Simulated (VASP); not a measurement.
# Sb (Pm-3m) in VASP: notebook

Runs on Sb. Level: r2SCAN. Tasks: single point.

Program: VASP 6.6.1. These are calculated values, not measurements. Logs are shortened: lines on timing, memory, paths and dates and some standing lists are left out, and cuts for length are marked.

**1. The cell of the first run**

It takes space group Pm-3m (No. 221, cubic). The conventional cell has a = 3.073 Å, b = 3.073 Å, c = 3.073 Å, α = 90.00°, β = 90.00°, γ = 90.00°. Sb (site symmetry m-3m) has 6 Sb at 3.07 Å within 4.0 Å.

**2. Single point, r2SCAN**

POSCAR reads:

```
Sb
1.0
    3.0727303464      0.0000000000      0.0000000000
    0.0000000000      3.0727303464      0.0000000000
    0.0000000000      0.0000000000      3.0727303464
Sb
1
Direct
    0.0000000000      0.0000000000      0.0000000000
```

INCAR.step1 reads:

```
  PREC = Accurate
  ENCUT = 520
  ISMEAR = 0
  SIGMA = 0.05
  LREAL = False
  LASPH = True
  NELM = 80
  NBANDS = 8
  GGA = PE
  ALGO = Normal
  EDIFF = 1E-4
  LWAVE = True
  LCHARG = False
```

INCAR.step2 reads:

```
  PREC = Accurate
  ENCUT = 520
  EDIFF = 1E-7
  ISMEAR = 0
  SIGMA = 0.05
  LREAL = False
  LASPH = True
  NELM = 80
  ALGO = Normal
  ISIF = 2
  LWAVE = False
  LCHARG = False
  METAGGA = R2SCAN
  LMIXTAU = True
  NBANDS = 8
  ISTART = 1
```

KPOINTS reads:

```
Automatic mesh
0
Gamma
  7 7 7
```

Potentials or basis: VASP PAW PBE potentials, release 64 (Sb).

On the command line:

```console
> cat potpaw_PBE.64/Sb/POTCAR > POTCAR
> cp INCAR.step1 INCAR
> mpirun -np 1 vasp_std > vasp.out
> cp INCAR.step2 INCAR
> mpirun -np 1 vasp_std > vasp.out
```

OUTCAR:

```text
PREC = Accurate
   ENCUT = 520
   EDIFF = 1E-7
   ISMEAR = 0
   LREAL = False
   LASPH = True
   NELM = 80
   ISIF = 2
   METAGGA = R2SCAN
   ISTART = 1

 ion  position               nearest neighbor table
   1  0.000  0.000  0.000-

  LATTYP: Found a simple cubic cell.
 ALAT       =     3.0727303464

  Lattice vectors:

 A1 = (   3.0727303464,   0.0000000000,   0.0000000000)
 A2 = (   0.0000000000,   3.0727303464,   0.0000000000)
 A3 = (   0.0000000000,   0.0000000000,   3.0727303464)

Analysis of symmetry for initial positions (statically):
=====================================================================
 Subroutine PRICEL returns:
 Original cell was already a primitive cell.

 Routine SETGRP: Setting up the symmetry group for a
 simple cubic supercell.

 Subroutine GETGRP returns: Found 48 space group operations
 (whereof 48 operations were pure point group operations)
 out of a pool of 48 trial point group operations.

The static configuration has the point symmetry O_h .

Analysis of symmetry for dynamics (positions and initial velocities):
=====================================================================
 Subroutine PRICEL returns:
 Original cell was already a primitive cell.

 Routine SETGRP: Setting up the symmetry group for a
 simple cubic supercell.

 Subroutine GETGRP returns: Found 48 space group operations
 (whereof 48 operations were pure point group operations)
 out of a pool of 48 trial point group operations.

The dynamic configuration has the point symmetry O_h .

 Subroutine INISYM returns: Found 48 space group operations
 (whereof 48 operations are pure point group operations),
 and found     1 'primitive' translations

----------------------------------------------------------------------------------------

                                     Primitive cell

  volume of cell :      29.0117

  direct lattice vectors                    reciprocal lattice vectors
     3.072730346  0.000000000  0.000000000     0.325443461  0.000000000  0.000000000
     0.000000000  3.072730346  0.000000000     0.000000000  0.325443461  0.000000000
     0.000000000  0.000000000  3.072730346     0.000000000  0.000000000  0.325443461

  length of vectors
     3.072730346  3.072730346  3.072730346     0.325443461  0.325443461  0.325443461

  position of ions in fractional coordinates (direct lattice)
     0.000000000  0.000000000  0.000000000

  ion indices of the primitive-cell ions
   primitive index   ion index
                 1           1

----------------------------------------------------------------------------------------

 KPOINTS: Automatic mesh

Automatic generation of k-mesh.
 Grid dimensions read from file:
 generate k-points for:    7    7    7

 Generating k-lattice:

  Cartesian coordinates                     Fractional coordinates (reciprocal lattice)
     0.046491923  0.000000000  0.000000000     0.142857143  0.000000000  0.000000000
     0.000000000  0.046491923  0.000000000     0.000000000  0.142857143  0.000000000
     0.000000000  0.000000000  0.046491923     0.000000000  0.000000000  0.142857143

  Length of vectors
     0.046491923  0.046491923  0.046491923

  Shift w.r.t. Gamma in fractional coordinates (k-lattice)
     0.000000000  0.000000000  0.000000000

 Subroutine IBZKPT returns following result:
 ===========================================

 Found     20 irreducible k-points:

 Following reciprocal coordinates:
            Coordinates               Weight
  0.000000  0.000000  0.000000      1.000000
  0.142857  0.000000  0.000000      6.000000
  0.285714  0.000000  0.000000      6.000000
  0.428571  0.000000  0.000000      6.000000
  0.142857  0.142857  0.000000     12.000000
  0.285714  0.142857  0.000000     24.000000
[... 12 lines left out ...]
  0.428571  0.428571  0.285714     24.000000
  0.428571  0.428571  0.428571      8.000000
   k-points           NKPTS =     20   k-points in BZ     NKDIM =     20   number of bands    NBANDS=      8
   number of dos      NEDOS =    301   number of ions     NIONS =      1
   total plane-waves  NPLWV =  13824
   dimension x,y,z NGX =    24 NGY =   24 NGZ =   24
   dimension x,y,z NGXF=    48 NGYF=   48 NGZF=   48
   ions per type =               1
   NGX,Y,Z   is equivalent  to a cutoff of  12.98, 12.98, 12.98 a.u.
   NGXF,Y,Z  is equivalent  to a cutoff of  25.97, 25.97, 25.97 a.u.
 SYSTEM =  unknown system
   PREC   = accura    normal or accurate (medium, high low for compatibility)
   ISTART =      1    job   : 0-new  1-cont  2-samecut
   ICHARG =      0    charge: 1-file 2-atom 10-const
   ISPIN  =      1    spin polarized calculation?
   LNONCOLLINEAR =      F non collinear calculations
   LSORBIT =      F    spin-orbit coupling
   LASPH  =      T    aspherical Exc in radial PAW
   ENCUT  =  520.0 eV  38.22 Ry    6.18 a.u.   5.71  5.71  5.71*2*pi/ulx,y,z
   NELM   =     80;   NELMIN=  2; NELMDL=  0     # of ELM steps
   EDIFF  = 0.1E-06   stopping-criterion for ELM
   LREAL  =      F    real-space projection
   EDIFFG = 0.1E-05   stopping-criterion for IOM
   NSW    =      0    number of steps for IOM
   IBRION =     -1    ionic relax: 0-MD 1-quasi-New 2-CG
   NFREE  =      0    steps in history (QN), initial steepest desc. (CG)
   ISIF   =      2    stress and relaxation
   ISYM   =      2    0-nonsym 1-usesym 2-fastsym
   POTIM  = 0.5000    time-step for ionic-motion
   TEBEG  =    0.0;   TEEND  =   0.0 temperature during run
   PSTRESS=    0.0 pullay stress
   NELECT =       5.0000    total number of electrons
   NUPDOWN=      -1.0000    fix difference up-down
   EMIN   =  10.00;   EMAX   =-10.00  energy-range for DOS
   EFERMI =   0.00;   METHOD = LEGACY
   ISMEAR =     0;   SIGMA  =   0.05  broadening in eV -4-tet -1-fermi 0-gaus
   EFERMI_NEDOS =   21; number of points for ismear=-14 and -15
   IALGO  =     38    algorithm
   IMIX   =      4    mixing-type and parameters
     AMIX     =   0.40;   BMIX     =  1.00
     AMIX_MAG =   1.60;   BMIX_MAG =  1.00
  volume/ion in A,a.u.               =      29.01       195.78
  Fermi-wavevector in a.u.,A,eV,Ry     =   0.911046  1.721628 11.292905  0.830005
  Thomas-Fermi vector in A             =   2.035280
   LORBIT       =      0    0 simple, 1 ext, 2 COOP (PROOUT), +10 PAW based schemes
   METAGGA = R2SCAN    functional components
   LHFCALC =     F    Hartree Fock is set to
   AEXX    =    0.0000 exact exchange contribution
   IVDW    =     0    specifies the selected vdW correction
   LEPSILON=     F    determine dielectric tensor
   LRPA    =     F    only Hartree local field effects (RPA)
 non-spin polarized calculation
 Gauss-broadening in eV      SIGMA  =   0.05
  energy-cutoff  :      520.00
  volume of cell :       29.01
 maximum number of plane-waves:       800
 NGX is ok and might be reduce to    24
   NGX = 11   NGY = 11   NGZ = 11

 number of electron       4.9999999 magnetization

 Free energy of the ion-electron system (eV)
  ---------------------------------------------------
  ext. energy  EPLUGINS =         0.00000000
  ---------------------------------------------------
  free energy    TOTEN  =       -25.66960084 eV

  energy without entropy =      -25.66796239  energy(sigma->0) =      -25.66878161

 E-fermi :   7.2012     XC(G=0): -10.2329

 val. band max:        6.8874396544   @ k =   0.4286   0.2857   0.1429
 cond. band min:       7.2227985911   @ k =   0.4286   0.2857   0.2857
 fundamental gap:      0.3353589367
 Fermi energy:         7.2012214181

 k-point     1 :       0.0000    0.0000    0.0000
  band No.  band energies     occupation
      1      -5.7810      2.00000
      2      10.9366      0.00000
      3      10.9366      0.00000
      4      10.9366      0.00000
      5      14.6905      0.00000
      6      14.6905      0.00000
      7      16.7463      0.00000
      8      26.0350      0.00000

 k-point     2 :       0.1429    0.0000    0.0000
  band No.  band energies     occupation
      1      -5.4612      2.00000
      2       8.0737      0.00000
      3      11.2522      0.00000
      4      11.2522      0.00000
      5      14.9370      0.00000
      6      16.0633      0.00000
      7      18.8885      0.00000
      8      24.1114      0.00000

 k-point     3 :       0.2857    0.0000    0.0000
  band No.  band energies     occupation
      1      -4.5465      2.00000
      2       4.4314      2.00000
      3      12.0934      0.00000
      4      12.0934      0.00000
      5      15.6491      0.00000
      6      17.0276      0.00000
      7      21.5866      0.00000
      8      21.5866      0.00000

 k-point     4 :       0.4286    0.0000    0.0000
  band No.  band energies     occupation
      1      -3.3643      2.00000
      2       1.7972      2.00000
      3      13.0037      0.00000
      4      13.0037      0.00000
      5      16.6068      0.00000
      6      18.3532      0.00000
      7      19.7767      0.00000
      8      19.7767      0.00000

 k-point     5 :       0.1429    0.1429    0.0000
  band No.  band energies     occupation
      1      -5.1412      2.00000
      2       8.1708      0.00000
      3       8.6123      0.00000
      4      11.5694      0.00000
      5      15.7093      0.00000
      6      18.3087      0.00000
      7      19.3639      0.00000
      8      21.6465      0.00000

 k-point     6 :       0.2857    0.1429    0.0000
  band No.  band energies     occupation
      1      -4.2251      2.00000
      2       4.7291      2.00000
      3       9.2646      0.00000
      4      12.4149      0.00000
      5      16.4583      0.00000
      6      17.9223      0.00000
      7      19.9341      0.00000
      8      21.8133      0.00000

 k-point     7 :       0.4286    0.1429    0.0000
  band No.  band energies     occupation
      1      -3.0387      2.00000
      2       2.0948      2.00000
      3      10.2572      0.00000
      4      13.3322      0.00000
      5      15.7841      0.00000
      6      17.7734      0.00000
      7      19.9677      0.00000
      8      20.0118      0.00000
[... 89 lines left out ...]
 k-point    16 :       0.4286    0.4286    0.1429
  band No.  band energies     occupation
      1      -0.4868      2.00000
      2       3.9945      2.00000
      3       4.2613      2.00000
      4      10.7232      0.00000
      5      12.5797      0.00000
      6      17.9675      0.00000
      7      18.0707      0.00000
      8      22.0012      0.00000

 k-point    17 :       0.2857    0.2857    0.2857
  band No.  band energies     occupation
      1      -2.0495      2.00000
      2       6.3541      2.00000
      3       6.3541      2.00000
      4       7.6196      0.00000
      5      15.5062      0.00000
      6      16.1715      0.00000
      7      16.1715      0.00000
      8      23.2064      0.00000

 k-point    18 :       0.4286    0.2857    0.2857
  band No.  band energies     occupation
      1      -0.8168      2.00000
      2       3.9959      2.00000
      3       7.2228      0.54167
      4       8.4091      0.00000
      5      13.3408      0.00000
      6      14.1545      0.00000
      7      17.0594      0.00000
      8      21.0307      0.00000

 k-point    19 :       0.4286    0.4286    0.2857
  band No.  band energies     occupation
      1       0.4888      2.00000
      2       4.7742      2.00000
      3       5.0519      2.00000
      4       8.9033      0.00000
      5      11.5727      0.00000
      6      14.8454      0.00000
      7      14.9959      0.00000
      8      18.7459      0.00000

 k-point    20 :       0.4286    0.4286    0.4286
  band No.  band energies     occupation
      1       1.8915      2.00000
      2       5.6116      2.00000
      3       5.6116      2.00000
      4       6.3499      2.00000
      5      12.5065      0.00000
      6      12.9921      0.00000
      7      12.9921      0.00000
      8      16.3426      0.00000

------------------------ aborting loop because EDIFF is reached ----------------------------------------

  FORCE on cell =-STRESS in cart. coord.  units (eV):
  Direction    XX          YY          ZZ          XY          YZ          ZX
  --------------------------------------------------------------------------------------
  -------------------------------------------------------------------------------------
  Total        0.1880048      0.1880048      0.1880048     -0.0000000     -0.0000000      0.0000000
  in kB       10.3825997     10.3825997     10.3825997     -0.0000000     -0.0000000      0.0000000
  external PRESSURE =      10.3825997 kB  Pullay stress =       0.0000000 kB

 VOLUME and BASIS-vectors are now :
 -----------------------------------------------------------------------------
  energy-cutoff  :      520.00
  volume of cell :       29.01
      direct lattice vectors                 reciprocal lattice vectors
     3.072730346  0.000000000  0.000000000     0.325443461  0.000000000  0.000000000
     0.000000000  3.072730346  0.000000000     0.000000000  0.325443461  0.000000000
     0.000000000  0.000000000  3.072730346     0.000000000  0.000000000  0.325443461

 POSITION                                       TOTAL-FORCE (eV/Angst)
 -----------------------------------------------------------------------------------
      0.00000      0.00000      0.00000         0.000000      0.000000      0.000000
 -----------------------------------------------------------------------------------
    total drift:                               -0.000000     -0.000000      0.000000

  FREE ENERGIE OF THE ION-ELECTRON SYSTEM (eV)
  ---------------------------------------------------
  free  energy   TOTEN  =       -25.6696008401 eV

  energy  without entropy=      -25.6679623884  energy(sigma->0) =      -25.66878161
```

Run time: 31 s. Hardware: 1 thread of AMD EPYC 7R13, shared host; peak memory 0.11 GiB.

What came out:

```yaml
Free_energy: -25.6696 eV
Pressure: 1.0 GPa
```

Caveat: the PAW data sets were made with another functional, which shifts forces and pressure a little; spin-orbit coupling is left out, which moves the levels of the heavy elements.

**3. Single point, r2SCAN**

This run uses another cell than the first one, of 29.45 Å³/atom, 1.015 times its volume.

POSCAR reads:

```
Sb
1.0
    3.0882494497      0.0000000000      0.0000000000
    0.0000000000      3.0882494497      0.0000000000
    0.0000000000      0.0000000000      3.0882494497
Sb
1
Direct
    0.0000000000      0.0000000000      0.0000000000
```

INCAR.step1 reads:

```
PREC = Accurate
ENCUT = 520
ISMEAR = 0
SIGMA = 0.05
LREAL = F
LASPH = T
NELM = 100
NBANDS = 8
GGA = PE
ALGO = Normal
EDIFF = 1E-4
LWAVE = T
LCHARG = F
```

INCAR.step2 reads:

```
PREC = Accurate
ENCUT = 520
EDIFF = 1E-6
ISMEAR = 0
SIGMA = 0.05
LREAL = F
LASPH = T
NELM = 100
ALGO = Normal
ISIF = 2
LWAVE = F
LCHARG = F
METAGGA = R2SCAN
LMIXTAU = T
NBANDS = 8
ISTART = 1
```

KPOINTS is that of step 2.

Potentials or basis: VASP PAW PBE potentials, release 64 (Sb).

On the command line:

```console
> cat potpaw_PBE.64/Sb/POTCAR > POTCAR
> cp INCAR.step1 INCAR
> mpirun -np 1 vasp_std > vasp.out
> cp INCAR.step2 INCAR
> mpirun -np 1 vasp_std > vasp.out
```

It took 26 s on 1 thread of AMD EPYC 7R13, shared host; peak memory 0.11 GiB.

The run converged. Its results:

- Free energy: -25.6711 eV
- Pressure: 0.0 GPa

Levels at points of the mesh, in eV from the Fermi level:
```
           k point  band 1  band 2  band 3  band 4  band 5
(0.00, 0.00, 0.00)  -12.87    3.69    3.69    3.69    7.47
```

Caveat: the PAW data sets were made with another functional, which shifts forces and pressure a little; spin-orbit coupling is left out, which moves the levels of the heavy elements.

**4. Single point, r2SCAN**

This run uses another cell than the first one, of 29.90 Å³/atom, 1.030 times its volume.

POSCAR reads:

```
Sb
1.0
    3.1036141278      0.0000000000      0.0000000000
    0.0000000000      3.1036141278      0.0000000000
    0.0000000000      0.0000000000      3.1036141278
Sb
1
Direct
    0.0000000000      0.0000000000      0.0000000000
```

INCAR.step1 reads:

```
  PREC = Accurate
  ENCUT = 520
  ISMEAR = 0
  SIGMA = 0.05
  LREAL = False
  LASPH = True
  NELM = 100
  NBANDS = 8
  GGA = PE
  ALGO = Normal
  EDIFF = 1E-4
  LWAVE = True
  LCHARG = False
```

INCAR.step2 reads:

```
  PREC = Accurate
  ENCUT = 520
  EDIFF = 1E-6
  ISMEAR = 0
  SIGMA = 0.05
  LREAL = False
  LASPH = True
  NELM = 100
  ALGO = Normal
  ISIF = 2
  LWAVE = False
  LCHARG = True
  METAGGA = R2SCAN
  LMIXTAU = True
  LELF = True
  LVHAR = True
  NBANDS = 8
  ISTART = 1
```

KPOINTS is that of step 3.

On the command line:

```console
> cat potpaw_PBE.64/Sb/POTCAR > POTCAR
> cp INCAR.step1 INCAR
> mpirun -np 1 vasp_std > vasp.out
> cp INCAR.step2 INCAR
> mpirun -np 1 vasp_std > vasp.out
```

Wall time 25 s (1 thread of AMD EPYC 7R13, shared host); peak memory 0.11 GiB.

The run converged. Its results:

| Quantity | Value |
| --- | --- |
| Free energy | -25.6698 eV |
| Pressure | -0.9 GPa |

Levels at points of the mesh, in eV from the Fermi level:
| k point | band 1 | band 2 | band 3 | band 4 | band 5 | band 6 |
| --- | --- | --- | --- | --- | --- | --- |
| (0.00, 0.00, 0.00) | -12.76 | 3.64 | 3.64 | 3.64 | 7.45 | 7.45 |

Caveat: the PAW data sets were made with another functional, which shifts forces and pressure a little; spin-orbit coupling is left out, which moves the levels of the heavy elements.

**5. The runs side by side**

```tsv
cell	gap on the mesh (eV)	pressure (GPa)
a = 3.073 Å, 1 atom	none	1.0
a = 3.088 Å, 1 atom	none	0.0
a = 3.104 Å, 1 atom	none	-0.9
```

Alike in all rows: task single point; level r2SCAN; potentials or basis VASP PAW PBE potentials, release 64 (Sb); no spin polarisation; k mesh 7 × 7 × 7; cutoff (eV) 520; smearing gaussian 0.05 eV.

Caveats: the PAW data sets were made with another functional, which shifts forces and pressure a little; spin-orbit coupling is left out, which moves the levels of the heavy elements.

Total energies depend on the potentials used, so only differences within one code and one set of settings carry meaning.
